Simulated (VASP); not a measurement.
Input of a VASP 6.6.1 run:

POSCAR

```
SiO2
1.0
    4.1851894810      0.0000000000      0.0000000000
    0.0000000000      4.3835674624      0.0000000000
    0.0000000000      0.0000000000      2.6688395692
Si O
2 4
Direct
    0.0000000000      0.0000000000      0.0000000000
    0.5000000000      0.5000000000      0.5000000000
    0.3014278946      0.3164912061      0.0000000000
    0.1985721054      0.8164912061      0.5000000000
    0.6985721054      0.6835087939      0.0000000000
    0.8014278946      0.1835087939      0.5000000000
```

Contents of INCAR.step1:

```
PREC     = Accurate       # precision mode
ENCUT    = 520            # plane-wave cutoff, eV
ISMEAR   = 0              # smearing method
SIGMA    = 0.01           # smearing width, eV
LREAL    = F              # projectors in reciprocal space
LASPH    = T              # aspherical terms in the spheres
NELM     = 60             # most SCF steps
NBANDS   = 25             # bands
GGA      = PE             # functional
ALGO     = Normal         # electronic algorithm
EDIFF    = 1E-4           # SCF threshold, eV
LWAVE    = T              # write WAVECAR
LCHARG   = F              # write CHGCAR
```

File INCAR.step2:

```
PREC     = Accurate       # precision mode
ENCUT    = 520            # plane-wave cutoff, eV
EDIFF    = 1E-6           # SCF threshold, eV
ISMEAR   = 0              # smearing method
SIGMA    = 0.01           # smearing width, eV
LREAL    = F              # projectors in reciprocal space
LASPH    = T              # aspherical terms in the spheres
NELM     = 60             # most SCF steps
ALGO     = Normal         # electronic algorithm
ISIF     = 2              # what is computed and relaxed
LWAVE    = F              # write WAVECAR
LCHARG   = T              # write CHGCAR
METAGGA  = R2SCAN         # meta-GGA
LMIXTAU  = T            
LELF     = T              # ELF
LVHAR    = T            
NBANDS   = 25             # bands
ISTART   = 1
```

Contents of KPOINTS:

```
regular mesh
0
Gamma
  6 6 10
```

Potentials or basis: VASP PAW PBE potentials, release 64 (Si, O).

The run is started by

```sh
$ cat potpaw_PBE.64/Si/POTCAR potpaw_PBE.64/O/POTCAR > POTCAR
$ cp INCAR.step1 INCAR
$ mpirun -np 1 vasp_std > vasp.out
$ cp INCAR.step2 INCAR
$ mpirun -np 1 vasp_std > vasp.out
```

Task: Estimate the largest force.

Result: 0.029 eV/Å.

Task: Estimate the pressure.

Result: -11.0 GPa.

Task: Predict the band gap on the k mesh.

Result: 5.92 eV, direct.

Stress tensor (GPa, compression positive):
```
 -6.96   0.00   0.00
  0.00 -18.39   0.00
  0.00   0.00  -7.67
```

Caveat: the cell differs from its parent crystal (uniaxial y strain +4.7%); the PAW data sets were made with another functional, which shifts forces and pressure a little. A k mesh can miss the band edges.
